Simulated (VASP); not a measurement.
# NaCl (Fm-3m) in VASP: notebook, part 2 of 2

VASP 6.6.1.

**4. Single point, r2SCAN**

Input file POSCAR:

```
NaCl
1.0
    0.0000000000      2.6546605806      2.6546605806
    2.6546605806      0.0000000000      2.6546605806
    2.6546605806      2.6546605806      0.0000000000
Na Cl
1 1
Direct
    0.0000000000      0.0000000000      0.0000000000
    0.5000000000      0.5000000000      0.5000000000
```

Input file INCAR.step1:

```
SYSTEM = NaCl
PREC = Accurate
ENCUT = 520
ISMEAR = 0
SIGMA = 0.01
LREAL = .False.
LASPH = .True.
NELM = 60
NBANDS = 14
GGA = PE
ALGO = Normal
EDIFF = 1E-4
LWAVE = .True.
LCHARG = .False.
```

Input file INCAR.step2:

```
SYSTEM = NaCl
PREC = Accurate
ENCUT = 520
EDIFF = 1E-6
ISMEAR = 0
SIGMA = 0.01
LREAL = .False.
LASPH = .True.
NELM = 60
ALGO = Normal
ISIF = 2
LWAVE = .False.
LCHARG = .False.
METAGGA = R2SCAN
LMIXTAU = .True.
NBANDS = 14
ISTART = 1
```

Input file KPOINTS:

```
regular mesh
0
Gamma
  8 8 8
  0 0 0
```

Potentials or basis: VASP PAW PBE potentials, release 64 (Na_pv, Cl).

Started as:

```bash
cat potpaw_PBE.64/Na_pv/POTCAR potpaw_PBE.64/Cl/POTCAR > POTCAR
cp INCAR.step1 INCAR
mpirun -np 1 vasp_std > vasp.out
cp INCAR.step2 INCAR
mpirun -np 1 vasp_std > vasp.out
```

OUTCAR:

```text
SYSTEM = NaCl
   PREC = Accurate
   ENCUT = 520
   EDIFF = 1E-6
   ISMEAR = 0
   LREAL = .False.
   LASPH = .True.
   NELM = 60
   ISIF = 2
   METAGGA = R2SCAN
   ISTART = 1

 ion  position               nearest neighbor table
   1  0.000  0.000  0.000-   2 2.65   2 2.65   2 2.65   2 2.65   2 2.65   2 2.65
   2  0.500  0.500  0.500-   1 2.65   1 2.65   1 2.65   1 2.65   1 2.65   1 2.65

  LATTYP: Found a face centered cubic cell.
 ALAT       =     5.3093211612

  Lattice vectors:

 A1 = (   0.0000000000,   2.6546605806,   2.6546605806)
 A2 = (   2.6546605806,   0.0000000000,   2.6546605806)
 A3 = (   2.6546605806,   2.6546605806,   0.0000000000)

Analysis of symmetry for initial positions (statically):
=====================================================================
 Subroutine PRICEL returns:
 Original cell was already a primitive cell.

 Routine SETGRP: Setting up the symmetry group for a
 face centered cubic supercell.

 Subroutine GETGRP returns: Found 48 space group operations
 (whereof 48 operations were pure point group operations)
 out of a pool of 48 trial point group operations.

The static configuration has the point symmetry O_h .

Analysis of symmetry for dynamics (positions and initial velocities):
[... 169 lines left out ...]
      2     -21.2279      2.00000
      3     -21.2279      2.00000
      4     -13.6919      2.00000
      5       0.0261      2.00000
      6       0.0261      2.00000
      7       0.0261      2.00000
      8       6.8106      0.00000
      9      11.9030      0.00000
     10      11.9030      0.00000
     11      11.9030      0.00000
     12      14.4049      0.00000
     13      14.4049      0.00000
     14      16.4084      0.00000
[... 377 lines left out ...]
      1     -21.2807      2.00000
      2     -21.2443      2.00000
      3     -21.2363      2.00000
      4     -13.0689      2.00000
      5      -2.1733      2.00000
      6      -1.0359      2.00000
      7      -0.5689      2.00000
      8       9.5066      0.00000
      9      11.0140      0.00000
     10      12.0444      0.00000
     11      13.2683      0.00000
     12      16.1777      0.00000
     13      17.9368      0.00000
     14      18.7121      0.00000

 [... further k-points ...]
[... 5 lines left out ...]
  --------------------------------------------------------------------------------------
  -------------------------------------------------------------------------------------
  Total        1.4594298      1.4594298      1.4594298      0.0000000      0.0000000      0.0000000
  in kB       62.4937795     62.4937795     62.4937795      0.0000000      0.0000000      0.0000000
  external PRESSURE =      62.4937795 kB  Pullay stress =       0.0000000 kB

 VOLUME and BASIS-vectors are now :
 -----------------------------------------------------------------------------
  energy-cutoff  :      520.00
  volume of cell :       37.42
      direct lattice vectors                 reciprocal lattice vectors
     0.000000000  2.654660581  2.654660581    -0.188347996  0.188347996  0.188347996
     2.654660581  0.000000000  2.654660581     0.188347996 -0.188347996  0.188347996
     2.654660581  2.654660581  0.000000000     0.188347996  0.188347996 -0.188347996

 POSITION                                       TOTAL-FORCE (eV/Angst)
 -----------------------------------------------------------------------------------
      0.00000      0.00000      0.00000        -0.000000      0.000000      0.000000
      2.65466      2.65466      2.65466         0.000000     -0.000000     -0.000000
 -----------------------------------------------------------------------------------
    total drift:                                0.000000      0.000000      0.000000

  FREE ENERGIE OF THE ION-ELECTRON SYSTEM (eV)
  ---------------------------------------------------
  free  energy   TOTEN  =       -13.6841459773 eV

  energy  without entropy=      -13.6841459773  energy(sigma->0) =      -13.68414598
```

OSZICAR.step1:

```text
N       E                     dE             d eps       ncg     rms          rms(c)
DAV:   1     0.101041963864E+03    0.10104E+03   -0.72464E+03   812   0.109E+03
DAV:   2     0.865217594404E+00   -0.10018E+03   -0.91887E+02   872   0.281E+02
DAV:   3    -0.666867105562E+01   -0.75339E+01   -0.74887E+01  1046   0.715E+01
DAV:   4    -0.677100272178E+01   -0.10233E+00   -0.10230E+00   986   0.896E+00
DAV:   5    -0.677297664334E+01   -0.19739E-02   -0.19739E-02  1018   0.128E+00    0.229E+00
DAV:   6    -0.660211460580E+01    0.17086E+00   -0.25807E-01  1048   0.339E+00    0.173E+00
DAV:   7    -0.658915751475E+01    0.12957E-01   -0.80899E-02  1086   0.184E+00    0.117E+00
DAV:   8    -0.659341631846E+01   -0.42588E-02   -0.81177E-03   920   0.852E-01    0.310E-01
DAV:   9    -0.659329382186E+01    0.12250E-03   -0.20342E-04  1034   0.129E-01    0.134E-01
DAV:  10    -0.659335749041E+01   -0.63669E-04   -0.14186E-04   968   0.125E-01
   1 F= -.65933575E+01 E0= -.65933575E+01  d E =-.645509E-19
```

It took 28 s on 1 thread of Intel Xeon 6975P-C (Granite Rapids), shared host; peak memory 0.16 GiB.

What came out:

* Free energy: -13.6841 eV
* Pressure: 6.2 GPa
* Band gap on the k mesh: 6.78 eV, direct

Caveat: the PAW data sets were made with another functional, which shifts forces and pressure a little. r2SCAN opens gaps a little over a GGA but as a rule still falls short of measured ones.

**5. Single point, r2SCAN**

POSCAR is that of step 4.

Input file INCAR.step1:

```
SYSTEM = NaCl
PREC     = Accurate       ! precision mode
ENCUT    = 520            ! plane-wave cutoff, eV
ISMEAR   = 0              ! smearing method
SIGMA    = 0.02           ! smearing width, eV
LREAL    = .False.        ! projectors in reciprocal space
LASPH    = .True.         ! aspherical terms in the spheres
NELM     = 80             ! most SCF steps
NBANDS   = 14             ! bands
GGA      = PE             ! functional
ALGO     = Normal         ! electronic algorithm
EDIFF    = 1E-4           ! SCF threshold, eV
LWAVE    = .True.         ! write WAVECAR
LCHARG   = .False.        ! write CHGCAR
```

Input file INCAR.step2:

```
SYSTEM = NaCl
PREC     = Accurate       ! precision mode
ENCUT    = 520            ! plane-wave cutoff, eV
EDIFF    = 1E-6           ! SCF threshold, eV
ISMEAR   = 0              ! smearing method
SIGMA    = 0.02           ! smearing width, eV
LREAL    = .False.        ! projectors in reciprocal space
LASPH    = .True.         ! aspherical terms in the spheres
NELM     = 80             ! most SCF steps
ALGO     = Normal         ! electronic algorithm
ISIF     = 2              ! what is computed and relaxed
LWAVE    = .False.        ! write WAVECAR
LCHARG   = .False.        ! write CHGCAR
METAGGA  = R2SCAN         ! meta-GGA
LMIXTAU  = .True.       
NBANDS   = 14             ! bands
ISTART   = 1
```

KPOINTS is that of step 4.

Potentials or basis: VASP PAW PBE potentials, release 64 (Na_pv, Cl).

Started as:

```bash
cat potpaw_PBE.64/Na_pv/POTCAR potpaw_PBE.64/Cl/POTCAR > POTCAR
cp INCAR.step1 INCAR
mpirun -np 1 vasp_std > vasp.out
cp INCAR.step2 INCAR
mpirun -np 1 vasp_std > vasp.out
```

OUTCAR:

```text
SYSTEM = NaCl
   PREC = Accurate
   ENCUT = 520
   EDIFF = 1E-6
   ISMEAR = 0
   LREAL = .False.
   LASPH = .True.
   NELM = 80
   ISIF = 2
   METAGGA = R2SCAN
   ISTART = 1

 ion  position               nearest neighbor table
   1  0.000  0.000  0.000-   2 2.65   2 2.65   2 2.65   2 2.65   2 2.65   2 2.65
   2  0.500  0.500  0.500-   1 2.65   1 2.65   1 2.65   1 2.65   1 2.65   1 2.65

  LATTYP: Found a face centered cubic cell.
 ALAT       =     5.3093211612

  Lattice vectors:

 A1 = (   0.0000000000,   2.6546605806,   2.6546605806)
 A2 = (   2.6546605806,   0.0000000000,   2.6546605806)
 A3 = (   2.6546605806,   2.6546605806,   0.0000000000)
[... 586 lines left out ...]
     12      16.1777      0.00000
     13      17.9368      0.00000
     14      18.7121      0.00000

 [... further k-points ...]
[... 5 lines left out ...]
  --------------------------------------------------------------------------------------
  -------------------------------------------------------------------------------------
  Total        1.4594298      1.4594298      1.4594298      0.0000000      0.0000000     -0.0000000
  in kB       62.4937792     62.4937792     62.4937792      0.0000000      0.0000000     -0.0000000
  external PRESSURE =      62.4937792 kB  Pullay stress =       0.0000000 kB

 VOLUME and BASIS-vectors are now :
 -----------------------------------------------------------------------------
  energy-cutoff  :      520.00
  volume of cell :       37.42
      direct lattice vectors                 reciprocal lattice vectors
     0.000000000  2.654660581  2.654660581    -0.188347996  0.188347996  0.188347996
     2.654660581  0.000000000  2.654660581     0.188347996 -0.188347996  0.188347996
     2.654660581  2.654660581  0.000000000     0.188347996  0.188347996 -0.188347996

 POSITION                                       TOTAL-FORCE (eV/Angst)
 -----------------------------------------------------------------------------------
      0.00000      0.00000      0.00000        -0.000000     -0.000000      0.000000
      2.65466      2.65466      2.65466         0.000000      0.000000     -0.000000
 -----------------------------------------------------------------------------------
    total drift:                                0.000000      0.000000      0.000000

  FREE ENERGIE OF THE ION-ELECTRON SYSTEM (eV)
  ---------------------------------------------------
  free  energy   TOTEN  =       -13.6841459773 eV

  energy  without entropy=      -13.6841459773  energy(sigma->0) =      -13.68414598
```

OUTCAR.step1:

```text
SYSTEM = NaCl
   PREC = Accurate
   ENCUT = 520
   ISMEAR = 0
   LREAL = .False.
   LASPH = .True.
[... 629 lines left out ...]
      0.00000      0.00000      0.00000         0.000000      0.000000      0.000000
      2.65466      2.65466      2.65466        -0.000000     -0.000000     -0.000000
 -----------------------------------------------------------------------------------
    total drift:                                0.000000      0.000000      0.000000

  FREE ENERGIE OF THE ION-ELECTRON SYSTEM (eV)
  ---------------------------------------------------
  free  energy   TOTEN  =        -6.5933574904 eV

  energy  without entropy=       -6.5933574904  energy(sigma->0) =       -6.59335749
```

It took 29 s on 1 thread of Intel Xeon 6975P-C (Granite Rapids), shared host; peak memory 0.15 GiB.

Results:

```
Free energy            : -13.6841 eV
Pressure               : 6.2 GPa
Band gap on the k mesh : 6.78 eV, direct
```

Levels at points of the mesh, in eV from the valence-band top:
```
           k point  band 5  band 6  band 7  band 8  band 9  band 10
(0.00, 0.00, 0.00)    0.00    0.00    0.00    6.78   11.88    11.88
(0.50, 0.00, 0.00)   -2.55   -0.41   -0.41    8.27   12.18    12.18
(0.50, 0.50, 0.00)   -2.23   -0.81   -0.81    8.39    8.96    13.68
```

Caveat: the PAW data sets were made with another functional, which shifts forces and pressure a little.

**6. Relaxation of cell and atoms, r2SCAN, target pressure 6.66 GPa, at which the enthalpy is minimised**

POSCAR is that of step 5.

Input file INCAR.step1:

```
PREC     = Accurate       # precision mode
ENCUT    = 600            # plane-wave cutoff, eV
ISMEAR   = 0              # smearing method
SIGMA    = 0.1            # smearing width, eV
LREAL    = False          # projectors in reciprocal space
LASPH    = True           # aspherical terms in the spheres
NELM     = 100            # most SCF steps
GGA      = PE             # functional
ALGO     = Normal         # electronic algorithm
EDIFF    = 1E-4           # SCF threshold, eV
LWAVE    = True           # write WAVECAR
LCHARG   = False          # write CHGCAR
```

Input file INCAR.step2:

```
PREC     = Accurate       # precision mode
ENCUT    = 600            # plane-wave cutoff, eV
EDIFF    = 1E-6           # SCF threshold, eV
ISMEAR   = 0              # smearing method
SIGMA    = 0.1            # smearing width, eV
LREAL    = False          # projectors in reciprocal space
LASPH    = True           # aspherical terms in the spheres
NELM     = 100            # most SCF steps
ALGO     = Normal         # electronic algorithm
ISIF     = 3              # what is computed and relaxed
LWAVE    = False          # write WAVECAR
LCHARG   = False          # write CHGCAR
METAGGA  = R2SCAN         # meta-GGA
LMIXTAU  = True         
IBRION   = 2              # ionic algorithm
NSW      = 80             # ionic steps
EDIFFG   = -0.05          # ionic threshold
PSTRESS  = 66.6         
ISTART   = 1
```

Input file KPOINTS:

```
regular mesh
0
Gamma
  6 6 6
```

Potentials or basis: VASP PAW PBE potentials, release 64 (Na_pv, Cl).

Started as:

```bash
cat potpaw_PBE.64/Na_pv/POTCAR potpaw_PBE.64/Cl/POTCAR > POTCAR
cp INCAR.step1 INCAR
mpirun -np 1 vasp_std > vasp.out
cp INCAR.step2 INCAR
mpirun -np 1 vasp_std > vasp.out
```

Run time: 19 s. Hardware: 1 thread of Intel Xeon 6975P-C (Granite Rapids), shared host; peak memory 0.16 GiB.

Results (log left out):

| Item | Value |
| --- | --- |
| Free energy | -13.6853 eV |
| Pressure after relaxing | 6.3 GPa |
| Band gap on the k mesh | 6.78 eV, direct |

Final structure:
```yaml
crystal:
  lattice:
    - [0.00000, 2.65466, 2.65466]
    - [2.65466, 0.00000, 2.65466]
    - [2.65466, 2.65466, 0.00000]
  atoms:
    - { symbol: Na, position: [0.00000, 0.00000, 0.00000] }
    - { symbol: Cl, position: [0.50000, 0.50000, 0.50000] }
```

Levels at points of the mesh, in eV from the valence-band top:
| k point | band 5 | band 6 | band 7 | band 8 | band 9 | band 10 |
| --- | --- | --- | --- | --- | --- | --- |
| (0.00, 0.00, 0.00) | 0.00 | 0.00 | 0.00 | 6.78 | 11.88 | 11.88 |
| (0.50, 0.00, 0.00) | -2.55 | -0.41 | -0.41 | 8.27 | 12.18 | 12.18 |
| (0.50, 0.50, 0.00) | -2.22 | -0.81 | -0.81 | 8.39 | 8.96 | 13.68 |

Caveat: the relaxation stopped at its first step, so nothing moved; the cell is relaxed towards a set pressure, so the enthalpy falls and the energy may rise; the PAW data sets were made with another functional, which shifts forces and pressure a little.

**7. Overview**

```tsv
task	cell	k mesh	cutoff (eV)	smearing	gap on the mesh (eV)	pressure (GPa)
single point	as given	6 × 6 × 6	520	gaussian 0.1 eV	6.78	6.3
single point	as given	8 × 8 × 8	520	gaussian 0.01 eV	6.78	6.2
single point	as given	8 × 8 × 8	520	gaussian 0.02 eV	6.78	6.2
relaxation of cell and atoms	relaxed to 6.66 GPa	6 × 6 × 6	600	gaussian 0.1 eV	6.78	6.3
```

Alike in all rows: level r2SCAN; potentials or basis VASP PAW PBE potentials, release 64 (Na_pv, Cl); no spin polarisation.

On the cell as given the gap runs from 6.78 eV (r2SCAN) to 6.78 eV (r2SCAN); the meshes differ, which moves gaps too.

Caveats: the PAW data sets were made with another functional, which shifts forces and pressure a little; the relaxation stopped at its first step, so nothing moved (some runs); the cell is relaxed towards a set pressure, so the enthalpy falls and the energy may rise (some runs).

Absolute energies hang on the potentials; compare differences alone.
